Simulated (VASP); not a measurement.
# Cd3SeS2 (Imm2) in VASP: single point with PBE

Aim: the single point of Cd3SeS2 with PBE.

Program: VASP 6.6.1. These are calculated values, not measurements. Logs are shortened: lines on timing, memory, paths and dates and some standing lists are left out, and cuts for length are marked.

## Step 1: The cell of the first run

Symmetry: Imm2, No. 44, orthorhombic system. The conventional cell has a = 4.265 Å, b = 12.776 Å, c = 6.002 Å, α = 90.00°, β = 90.00°, γ = 90.00°. Cd (site symmetry m) has 3 S at 2.57 to 2.58 Å and 1 Se at 2.68 Å within 3.4 Å. Within 3.4 Å of Cd (site symmetry mm2) lie 2 S at 2.57 Å and 2 Se at 2.67 Å. Se (site symmetry mm2) has 4 Cd at 2.67 to 2.68 Å within 3.5 Å. S (site symmetry m) has 4 Cd at 2.57 to 2.58 Å within 3.4 Å.

## Step 2: Single point, PBE

Contents of INCAR:

```
SYSTEM = Cd3SeS2
PREC = Accurate ; ENCUT = 520
EDIFF = 1E-6 ; ISMEAR = 0
SIGMA = 0.15 ; LREAL = .False.
LASPH = .True. ; NELM = 80
ALGO = Normal ; ISIF = 2
LWAVE = .False. ; LCHARG = .True.
GGA = PE ; LELF = .True.
LVHAR = .True. ; NBANDS = 36
```

Contents of KPOINTS:

```
Automatic mesh
0
Gamma
  4 4 4
  0 0 0
```

Contents of POSCAR:

```
Cd3SeS2
1.0
   -2.1323743097      6.3879774292      3.0012131936
    2.1323743097     -6.3879774292      3.0012131936
    2.1323743097      6.3879774292     -3.0012131936
Cd Se S
3 1 2
Direct
    0.0858050451      0.2577103874      0.8280946577
    0.4296157297      0.2577103874      0.1719053423
    0.7346036721      0.2346036721      0.5000000000
    0.0021968495      0.0021968495      0.0000000000
    0.6667332692     -0.0011106482      0.6678439174
    0.3310454344     -0.0011106482      0.3321560826
```

Potentials or basis: VASP PAW PBE potentials, release 64 (Cd, Se, S).

Started as:

```
$ cat potpaw_PBE.64/Cd/POTCAR potpaw_PBE.64/Se/POTCAR potpaw_PBE.64/S/POTCAR > POTCAR
$ mpirun -np 1 vasp_std > vasp.out
```

OUTCAR:

```text
SYSTEM = Cd3SeS2
   PREC = Accurate
   ENCUT = 520
   EDIFF = 1E-6
   ISMEAR = 0
   LREAL = .False.
   LASPH = .True.
   NELM = 80
   ISIF = 2
   GGA = PE

 ion  position               nearest neighbor table
   1  0.086  0.258  0.828-   5 2.57   6 2.58   6 2.58   4 2.68
   2  0.430  0.258  0.172-   6 2.57   5 2.58   5 2.58   4 2.68
   3  0.735  0.235  0.500-   5 2.57   6 2.57   4 2.67   4 2.67
   4  0.002  0.002  0.000-   3 2.67   3 2.67   2 2.68   1 2.68
   5  0.667  0.999  0.668-   3 2.57   1 2.57   2 2.58   2 2.58
   6  0.331  0.999  0.332-   3 2.57   2 2.57   1 2.58   1 2.58

  LATTYP: Found a body centered orthorhombic cell.
 ALAT       =     4.2647486194
 B/A-ratio  =     1.4074513935
 C/A-ratio  =     2.9957111189

  Lattice vectors:

 A1 = (   2.1323743097,  -6.3879774292,  -3.0012131936)
 A2 = (  -2.1323743097,  -6.3879774292,   3.0012131936)
 A3 = (  -2.1323743097,   6.3879774292,  -3.0012131936)

Analysis of symmetry for initial positions (statically):
=====================================================================
 Subroutine PRICEL returns:
 Original cell was already a primitive cell.

 Routine SETGRP: Setting up the symmetry group for a
 body centered orthorhombic supercell.

 Subroutine GETGRP returns: Found  4 space group operations
 (whereof  4 operations were pure point group operations)
 out of a pool of  8 trial point group operations.

The static configuration has the point symmetry C_2v.

Analysis of symmetry for dynamics (positions and initial velocities):
=====================================================================
 Subroutine PRICEL returns:
 Original cell was already a primitive cell.

 Routine SETGRP: Setting up the symmetry group for a
 body centered orthorhombic supercell.

 Subroutine GETGRP returns: Found  4 space group operations
 (whereof  4 operations were pure point group operations)
 out of a pool of  8 trial point group operations.

The dynamic configuration has the point symmetry C_2v.

 Subroutine INISYM returns: Found  4 space group operations
 (whereof  4 operations are pure point group operations),
 and found     1 'primitive' translations

----------------------------------------------------------------------------------------

                                     Primitive cell

  volume of cell :     163.5248

  direct lattice vectors                    reciprocal lattice vectors
    -2.132374310  6.387977429  3.001213194     0.000000000  0.078272036  0.166599294
     2.132374310 -6.387977429  3.001213194     0.234480409  0.000000000  0.166599294
     2.132374310  6.387977429 -3.001213194     0.234480409  0.078272036  0.000000000

  length of vectors
     7.372961174  7.372961174  7.372961174     0.184070194  0.287639335  0.247199462

  position of ions in fractional coordinates (direct lattice)
     0.085805045  0.257710387  0.828094658
     0.429615730  0.257710387  0.171905342
     0.734603672  0.234603672  0.500000000
     0.002196850  0.002196850  0.000000000
     0.666733269  0.998889352  0.667843917
     0.331045434  0.998889352  0.332156083

  ion indices of the primitive-cell ions
   primitive index   ion index
                 1           1
                 2           2
                 3           3
                 4           4
                 5           5
                 6           6

----------------------------------------------------------------------------------------

 KPOINTS: Automatic mesh

Automatic generation of k-mesh.
 Grid dimensions read from file:
 generate k-points for:    4    4    4

 Generating k-lattice:

  Cartesian coordinates                     Fractional coordinates (reciprocal lattice)
     0.000000000  0.019568009  0.041649824     0.250000000 -0.000000000  0.000000000
     0.058620102  0.000000000  0.041649824     0.000000000  0.250000000  0.000000000
     0.058620102  0.019568009  0.000000000     0.000000000 -0.000000000  0.250000000

  Length of vectors
     0.046017549  0.071909834  0.061799865

  Shift w.r.t. Gamma in fractional coordinates (k-lattice)
     0.000000000  0.000000000  0.000000000

 Subroutine IBZKPT returns following result:
 ===========================================

 Found     18 irreducible k-points:

 Following reciprocal coordinates:
            Coordinates               Weight
  0.000000  0.000000  0.000000      1.000000
  0.250000 -0.000000  0.000000      4.000000
  0.500000 -0.000000  0.000000      2.000000
  0.000000  0.250000  0.000000      4.000000
  0.250000  0.250000  0.000000      8.000000
  0.500000  0.250000  0.000000      8.000000
[... 10 lines left out ...]
 -0.250000 -0.250000  0.250000      2.000000
  0.500000  0.500000  0.500000      1.000000
   k-points           NKPTS =     18   k-points in BZ     NKDIM =     18   number of bands    NBANDS=     36
   number of dos      NEDOS =    301   number of ions     NIONS =      6
   total plane-waves  NPLWV = 175616
   dimension x,y,z NGX =    56 NGY =   56 NGZ =   56
   dimension x,y,z NGXF=   112 NGYF=  112 NGZF=  112
   ions per type =               3   1   2
   NGX,Y,Z   is equivalent  to a cutoff of  12.63, 12.63, 12.63 a.u.
   NGXF,Y,Z  is equivalent  to a cutoff of  25.25, 25.25, 25.25 a.u.
 SYSTEM =  Cd3SeS2
   PREC   = accura    normal or accurate (medium, high low for compatibility)
   ISTART =      0    job   : 0-new  1-cont  2-samecut
   ICHARG =      2    charge: 1-file 2-atom 10-const
   ISPIN  =      1    spin polarized calculation?
   LNONCOLLINEAR =      F non collinear calculations
   LSORBIT =      F    spin-orbit coupling
   LASPH  =      T    aspherical Exc in radial PAW
   ENCUT  =  520.0 eV  38.22 Ry    6.18 a.u.  13.71 13.71 13.71*2*pi/ulx,y,z
   NELM   =     80;   NELMIN=  2; NELMDL= -5     # of ELM steps
   EDIFF  = 0.1E-05   stopping-criterion for ELM
   LREAL  =      F    real-space projection
   EDIFFG = 0.1E-04   stopping-criterion for IOM
   NSW    =      0    number of steps for IOM
   IBRION =     -1    ionic relax: 0-MD 1-quasi-New 2-CG
   NFREE  =      0    steps in history (QN), initial steepest desc. (CG)
   ISIF   =      2    stress and relaxation
   ISYM   =      2    0-nonsym 1-usesym 2-fastsym
   POTIM  = 0.5000    time-step for ionic-motion
   TEBEG  =    0.0;   TEEND  =   0.0 temperature during run
   PSTRESS=    0.0 pullay stress
   NELECT =      54.0000    total number of electrons
   NUPDOWN=      -1.0000    fix difference up-down
   EMIN   =  10.00;   EMAX   =-10.00  energy-range for DOS
   EFERMI =   0.00;   METHOD = LEGACY
   ISMEAR =     0;   SIGMA  =   0.15  broadening in eV -4-tet -1-fermi 0-gaus
   EFERMI_NEDOS =   21; number of points for ismear=-14 and -15
   IALGO  =     38    algorithm
   IMIX   =      4    mixing-type and parameters
     AMIX     =   0.40;   BMIX     =  1.00
     AMIX_MAG =   1.60;   BMIX_MAG =  1.00
  volume/ion in A,a.u.               =      27.25       183.92
  Fermi-wavevector in a.u.,A,eV,Ry     =   1.131562  2.138341 17.421330  1.280432
  Thomas-Fermi vector in A             =   2.268261
   LORBIT       =      0    0 simple, 1 ext, 2 COOP (PROOUT), +10 PAW based schemes
   GGA     = PE    functional components
   LHFCALC =     F    Hartree Fock is set to
   AEXX    =    0.0000 exact exchange contribution
   IVDW    =     0    specifies the selected vdW correction
   LEPSILON=     F    determine dielectric tensor
   LRPA    =     F    only Hartree local field effects (RPA)
 non-spin polarized calculation
 Gauss-broadening in eV      SIGMA  =   0.15
  energy-cutoff  :      520.00
  volume of cell :      163.52
 maximum number of plane-waves:      4427
 NGX is ok and might be reduce to    56
   NGX = 27   NGY = 27   NGZ = 27

 number of electron      54.0000002 magnetization

 Free energy of the ion-electron system (eV)
  ---------------------------------------------------
  ext. energy  EPLUGINS =         0.00000000
  ---------------------------------------------------
  free energy    TOTEN  =       -17.75342620 eV

  energy without entropy =      -17.75342268  energy(sigma->0) =      -17.75342444

 E-fermi :   1.2259     XC(G=0):  -8.8244

 val. band max:        0.8292128819   @ k =   0.0000   0.0000   0.0000
 cond. band min:       1.6127494263   @ k =   0.0000   0.0000   0.0000
 fundamental gap:      0.7835365445
 Fermi energy:         1.2258897397

 k-point     1 :       0.0000    0.0000    0.0000
  band No.  band energies     occupation
      1     -11.3782      2.00000
      2     -10.9342      2.00000
      3     -10.9276      2.00000
      4      -6.8748      2.00000
      5      -6.8700      2.00000
      6      -6.8684      2.00000
[... 28 lines left out ...]
     35       7.1297      0.00000
     36       8.3855      0.00000

 k-point     2 :       0.2500   -0.0000    0.0000
  band No.  band energies     occupation
      1     -11.2938      2.00000
      2     -10.9818      2.00000
      3     -10.9590      2.00000
      4      -6.8412      2.00000
      5      -6.8401      2.00000
      6      -6.8028      2.00000
[... 28 lines left out ...]
     35       7.5392      0.00000
     36       8.0603      0.00000

 k-point     3 :       0.5000   -0.0000    0.0000
  band No.  band energies     occupation
      1     -11.1091      2.00000
      2     -11.1056      2.00000
      3     -11.0143      2.00000
      4      -6.7947      2.00000
      5      -6.7871      2.00000
      6      -6.7724      2.00000
[... 28 lines left out ...]
     35       7.6932      0.00000
     36       7.9153      0.00000
[... 508 lines left out ...]
 k-point    17 :      -0.2500   -0.2500    0.2500
  band No.  band energies     occupation
      1     -11.1380      2.00000
      2     -11.0488      2.00000
      3     -11.0421      2.00000
      4      -6.7860      2.00000
      5      -6.7852      2.00000
      6      -6.7789      2.00000
[... 28 lines left out ...]
     35       7.8115      0.00000
     36       7.8441      0.00000

 k-point    18 :       0.5000    0.5000    0.5000
  band No.  band energies     occupation
      1     -11.1699      2.00000
      2     -11.1643      2.00000
      3     -10.9022      2.00000
      4      -6.8402      2.00000
      5      -6.7939      2.00000
      6      -6.7749      2.00000
[... 28 lines left out ...]
     35       7.5380      0.00000
     36       7.6746      0.00000

------------------------ aborting loop because EDIFF is reached ----------------------------------------

  FORCE on cell =-STRESS in cart. coord.  units (eV):
  Direction    XX          YY          ZZ          XY          YZ          ZX
  --------------------------------------------------------------------------------------
  -------------------------------------------------------------------------------------
  Total        0.2122647      0.2023458      0.1993700      0.0000000      0.0000000      0.0000000
  in kB        2.0797195      1.9825361      1.9533795      0.0000000      0.0000000      0.0000000
  external PRESSURE =       2.0052117 kB  Pullay stress =       0.0000000 kB

 VOLUME and BASIS-vectors are now :
 -----------------------------------------------------------------------------
  energy-cutoff  :      520.00
  volume of cell :      163.52
      direct lattice vectors                 reciprocal lattice vectors
    -2.132374310  6.387977429  3.001213194     0.000000000  0.078272036  0.166599294
     2.132374310 -6.387977429  3.001213194     0.234480409  0.000000000  0.166599294
     2.132374310  6.387977429 -3.001213194     0.234480409  0.078272036  0.000000000

 POSITION                                       TOTAL-FORCE (eV/Angst)
 -----------------------------------------------------------------------------------
      2.13237      4.19172     -1.45433         0.000000     -0.000291     -0.014639
      0.00000      2.19625      1.54689         0.000000      0.000291     -0.014639
      0.00000      6.38798      1.40819        -0.000000     -0.000000      0.022526
      0.00000      0.00000      0.01319        -0.000000     -0.000000     -0.012913
      2.13237      2.14437      2.99455        -0.000000      0.012161      0.009833
      2.13237     -2.14437      2.99455         0.000000     -0.012161      0.009833
 -----------------------------------------------------------------------------------
    total drift:                                0.000002      0.000004     -0.000178

  FREE ENERGIE OF THE ION-ELECTRON SYSTEM (eV)
  ---------------------------------------------------
  free  energy   TOTEN  =       -17.7534262019 eV

  energy  without entropy=      -17.7534226797  energy(sigma->0) =      -17.75342444
```

It took 2.8 min on 1 thread of Intel Xeon Platinum 8259CL at 2.50GHz (Skylake/Cascade Lake), shared host; peak memory 0.45 GiB.

What came out:

```
Free energy            : -17.7534 eV
Pressure               : 0.2 GPa
Largest force          : 0.023 eV/Å
Band gap on the k mesh : 0.78 eV, direct
```

Forces on the atoms (eV/Å):
```
Cd   0.000  0.000 -0.015
Cd   0.000  0.000 -0.015
Cd   0.000  0.000  0.023
Se   0.000  0.000 -0.013
S    0.000  0.012  0.010
S    0.000 -0.012  0.010
```

Levels at points of the mesh, in eV from the valence-band top:
```
           k point  band 25  band 26  band 27  band 28  band 29  band 30
(0.00, 0.00, 0.00)    -0.06    -0.06     0.00     0.78     3.94     4.25
(0.50, 0.00, 0.00)    -0.88    -0.72    -0.48     2.64     3.28     3.38
(0.00, 0.50, 0.00)    -1.36    -0.72    -0.72     2.66     4.45     4.58
(0.50, 0.50, 0.00)    -1.65    -1.30    -1.05     3.42     4.02     4.18
(0.50, 0.50, 0.50)    -1.00    -0.54    -0.14     2.92     2.99     3.46
```

Caveat: the k points lie up to 0.45 Å⁻¹ apart.
